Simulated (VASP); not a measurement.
# Rb3Tl (Fm-3m) in VASP: notebook

Rb3Tl is run at these levels: LDA; tasks: single point.

Everything below comes from runs of VASP 6.6.1. Logs are shortened: lines on timing, memory, paths and dates and some standing lists are left out, and cuts for length are marked.

### 1 The cell of the first run

It takes space group Fm-3m (No. 225, cubic). Conventional cell: a = 9.825 Å, b = 9.825 Å, c = 9.825 Å, α = 90.00°, β = 90.00°, γ = 90.00°. Rb (site symmetry -43m) has 10 Rb at 4.25 to 4.91 Å and 4 Tl at 4.25 Å within 5.6 Å. Rb (site symmetry m-3m) has 8 Rb at 4.25 Å and 6 Tl at 4.91 Å within 5.6 Å. Within 5.6 Å of Tl (site symmetry m-3m) lie 14 Rb at 4.25 to 4.91 Å.

### 2 Single point, LDA

Input file INCAR:

```
PREC = Accurate
ENCUT = 520
EDIFF = 1E-7
ISMEAR = -1
SIGMA = 0.1
LREAL = F
LASPH = T
NELM = 60
ALGO = Normal
ISIF = 2
LWAVE = F
LCHARG = T
LELF = T
LVHAR = T
NBANDS = 28
```

Input file KPOINTS:

```
Automatic mesh
0
Gamma
  5 5 5
```

Input file POSCAR:

```
Rb3Tl
1.0
    0.0000000000      4.9123180000      4.9123180000
    4.9123180000      0.0000000000      4.9123180000
    4.9123180000      4.9123180000      0.0000000000
Rb Tl
3 1
Direct
    0.2500000000      0.2500000000      0.2500000000
    0.7500000000      0.7500000000      0.7500000000
    0.5000000000      0.5000000000      0.5000000000
    0.0000000000      0.0000000000      0.0000000000
```

Potentials or basis: VASP PAW LDA potentials, release 64 (Rb_sv, Tl_d).

On the command line:

```sh
> cat potpaw_LDA.64/Rb_sv/POTCAR potpaw_LDA.64/Tl_d/POTCAR > POTCAR
> mpirun -np 1 vasp_std > vasp.out
```

OUTCAR:

```text
PREC = Accurate
   ENCUT = 520
   EDIFF = 1E-7
   ISMEAR = -1
   LREAL = F
   LASPH = T
   NELM = 60
   ISIF = 2

 ion  position               nearest neighbor table
   1  0.250  0.250  0.250-   3 4.25   4 4.25   4 4.25   4 4.25   4 4.25   3 4.25   3 4.25   3 4.25
                             2 4.91   2 4.91   2 4.91   2 4.91   2 4.91   2 4.91
   2  0.750  0.750  0.750-   3 4.25   4 4.25   3 4.25   3 4.25   3 4.25   4 4.25   4 4.25   4 4.25
                             1 4.91   1 4.91   1 4.91   1 4.91   1 4.91   1 4.91
   3  0.500  0.500  0.500-   1 4.25   2 4.25   1 4.25   1 4.25   1 4.25   2 4.25   2 4.25   2 4.25
                             4 4.91   4 4.91   4 4.91   4 4.91   4 4.91   4 4.91
   4  0.000  0.000  0.000-   1 4.25   2 4.25   2 4.25   2 4.25   2 4.25   1 4.25   1 4.25   1 4.25
                             3 4.91   3 4.91   3 4.91   3 4.91   3 4.91   3 4.91

  LATTYP: Found a face centered cubic cell.
 ALAT       =     9.8246360000

  Lattice vectors:

 A1 = (   0.0000000000,   4.9123180000,   4.9123180000)
 A2 = (   4.9123180000,   0.0000000000,   4.9123180000)
 A3 = (   4.9123180000,   4.9123180000,   0.0000000000)

Analysis of symmetry for initial positions (statically):
=====================================================================
 Subroutine PRICEL returns:
 Original cell was already a primitive cell.

 Routine SETGRP: Setting up the symmetry group for a
 face centered cubic supercell.

 Subroutine GETGRP returns: Found 48 space group operations
 (whereof 48 operations were pure point group operations)
 out of a pool of 48 trial point group operations.

The static configuration has the point symmetry O_h .

Analysis of symmetry for dynamics (positions and initial velocities):
=====================================================================
 Subroutine PRICEL returns:
 Original cell was already a primitive cell.

 Routine SETGRP: Setting up the symmetry group for a
 face centered cubic supercell.

 Subroutine GETGRP returns: Found 48 space group operations
 (whereof 48 operations were pure point group operations)
 out of a pool of 48 trial point group operations.

The dynamic configuration has the point symmetry O_h .

 Subroutine INISYM returns: Found 48 space group operations
 (whereof 48 operations are pure point group operations),
 and found     1 'primitive' translations

----------------------------------------------------------------------------------------

                                     Primitive cell

[... 79 lines left out ...]
   EDIFF  = 0.1E-06   stopping-criterion for ELM
   LREAL  =      F    real-space projection
   EDIFFG = 0.1E-05   stopping-criterion for IOM
   NSW    =      0    number of steps for IOM
   IBRION =     -1    ionic relax: 0-MD 1-quasi-New 2-CG
   NFREE  =      0    steps in history (QN), initial steepest desc. (CG)
   ISIF   =      2    stress and relaxation
   ISYM   =      2    0-nonsym 1-usesym 2-fastsym
   POTIM  = 0.5000    time-step for ionic-motion
   TEBEG  =    0.0;   TEEND  =   0.0 temperature during run
   PSTRESS=    0.0 pullay stress
   NELECT =      40.0000    total number of electrons
   NUPDOWN=      -1.0000    fix difference up-down
   EMIN   =  10.00;   EMAX   =-10.00  energy-range for DOS
   EFERMI =   0.00;   METHOD = LEGACY
   ISMEAR =    -1;   SIGMA  =   0.10  broadening in eV -4-tet -1-fermi 0-gaus
   EFERMI_NEDOS =   21; number of points for ismear=-14 and -15
   IALGO  =     38    algorithm
   IMIX   =      4    mixing-type and parameters
     AMIX     =   0.40;   BMIX     =  1.00
     AMIX_MAG =   1.60;   BMIX_MAG =  1.00
  volume/ion in A,a.u.               =      59.27       399.97
  Fermi-wavevector in a.u.,A,eV,Ry     =   0.904618  1.709479 11.134096  0.818333
  Thomas-Fermi vector in A             =   2.028086
   LORBIT       =      0    0 simple, 1 ext, 2 COOP (PROOUT), +10 PAW based schemes
   GGA     = CA    functional components
   LHFCALC =     F    Hartree Fock is set to
   AEXX    =    0.0000 exact exchange contribution
   IVDW    =     0    specifies the selected vdW correction
   LEPSILON=     F    determine dielectric tensor
   LRPA    =     F    only Hartree local field effects (RPA)
 non-spin polarized calculation
  energy-cutoff  :      520.00
  volume of cell :      237.08
 maximum number of plane-waves:      6403
 NGX is ok and might be reduce to    54
   NGX = 25   NGY = 25   NGZ = 25

 number of electron      39.9999998 magnetization

 Free energy of the ion-electron system (eV)
  ---------------------------------------------------
  ext. energy  EPLUGINS =         0.00000000
  ---------------------------------------------------
  free energy    TOTEN  =        -5.88034845 eV

  energy without entropy =       -5.71684908  energy(sigma->0) =       -5.79859877

 E-fermi :   0.9022     XC(G=0):  -6.9722

 val. band max:        0.8166867279   @ k =  -0.2000   0.2000   0.0000
 cond. band min:       1.0247044030   @ k =  -0.4000   0.2000   0.0000
 fundamental gap:      0.2080176751
 Fermi energy:         0.9021586443

 k-point     1 :       0.0000    0.0000    0.0000
  band No.  band energies     occupation
      1     -27.8917      2.00000
      2     -27.4509      2.00000
      3     -27.4456      2.00000
      4     -12.0701      2.00000
      5     -12.0701      2.00000
      6     -12.0701      2.00000
[... 299 lines left out ...]
     27       3.8345      0.00000
     28       4.1324      0.00000

------------------------ aborting loop because EDIFF is reached ----------------------------------------

  FORCE on cell =-STRESS in cart. coord.  units (eV):
  Direction    XX          YY          ZZ          XY          YZ          ZX
  --------------------------------------------------------------------------------------
  -------------------------------------------------------------------------------------
  Total       -1.3185532     -1.3185532     -1.3185532     -0.0000000      0.0000000     -0.0000000
  in kB       -8.9108435     -8.9108435     -8.9108435     -0.0000000      0.0000000     -0.0000000
  external PRESSURE =      -8.9108435 kB  Pullay stress =       0.0000000 kB

 VOLUME and BASIS-vectors are now :
 -----------------------------------------------------------------------------
  energy-cutoff  :      520.00
  volume of cell :      237.08
      direct lattice vectors                 reciprocal lattice vectors
     0.000000000  4.912318000  4.912318000    -0.101784941  0.101784941  0.101784941
     4.912318000  0.000000000  4.912318000     0.101784941 -0.101784941  0.101784941
     4.912318000  4.912318000  0.000000000     0.101784941  0.101784941 -0.101784941

 POSITION                                       TOTAL-FORCE (eV/Angst)
 -----------------------------------------------------------------------------------
      2.45616      2.45616      2.45616         0.000000      0.000000      0.000000
      7.36848      7.36848      7.36848        -0.000000     -0.000000     -0.000000
      4.91232      4.91232      4.91232        -0.000000     -0.000000      0.000000
      0.00000      0.00000      0.00000        -0.000000     -0.000000      0.000000
 -----------------------------------------------------------------------------------
    total drift:                                0.000000      0.000000     -0.000000

  FREE ENERGIE OF THE ION-ELECTRON SYSTEM (eV)
  ---------------------------------------------------
  free  energy   TOTEN  =        -5.8803484514 eV

  energy  without entropy=       -5.7168490799  energy(sigma->0) =       -5.79859877
```

stdout:

```text
POSCAR found type information on POSCAR RbTl
 POSCAR found :  2 types and       4 ions
 scaLAPACK will be used
 LDA part: xc-table for (Slater(with rela. corr.)+CA(PZ))
 , standard interpolation
 POSCAR, INCAR and KPOINTS ok, starting setup
 FFT: planning ... GRIDC
 FFT: planning ... GRID_SOFT
 FFT: planning ... GRID
 WAVECAR not read
 entering main loop
```

Run time: 2.1 min. Hardware: 1 thread of AMD EPYC 7R43 (Zen 3), shared host; peak memory 0.28 GiB.

What came out:

| Quantity | Value |
| --- | --- |
| Free energy | -5.8803 eV |
| Pressure | -0.9 GPa |
| Band gap on the k mesh | zero (bands 20 and 21 overlap by 0.31 eV) |

Caveat: spin-orbit coupling is left out, which moves the levels of the heavy elements.

### 3 Single point, LDA

Input file INCAR:

```
SYSTEM = Rb3Tl
  PREC = Accurate
  ENCUT = 520
  EDIFF = 1E-6
  ISMEAR = -1
  SIGMA = 0.1
  LREAL = .False.
  LASPH = .True.
  NELM = 60
  ALGO = Normal
  ISIF = 2
  LWAVE = .False.
  LCHARG = .False.
  GGA = CA
  NBANDS = 28
```

Input file KPOINTS:

```
Automatic mesh
0
Gamma
  5 5 5
  0 0 0
```

POSCAR is that of step 2.

Potentials or basis: VASP PAW LDA potentials, release 64 (Rb_sv, Tl_d).

On the command line:

```sh
> cat potpaw_LDA.64/Rb_sv/POTCAR potpaw_LDA.64/Tl_d/POTCAR > POTCAR
> mpirun -np 1 vasp_std > vasp.out
```

Wall time 1.8 min (1 thread of AMD EPYC 7R43 (Zen 3), shared host); peak memory 0.29 GiB.

It converged, with:

| Quantity | Value |
| --- | --- |
| Free energy | -5.8803 eV |
| Pressure | -0.9 GPa |
| Band gap on the k mesh | zero (bands 20 and 21 overlap by 0.31 eV) |

Levels at points of the mesh, in eV from the Fermi level:
```
           k point  band 16  band 17  band 18  band 19  band 20  band 21  band 22  band 23
(0.00, 0.00, 0.00)   -11.49   -11.49    -6.13    -0.70     0.22     0.22     0.22     1.67
```

Caveat: spin-orbit coupling is left out, which moves the levels of the heavy elements.
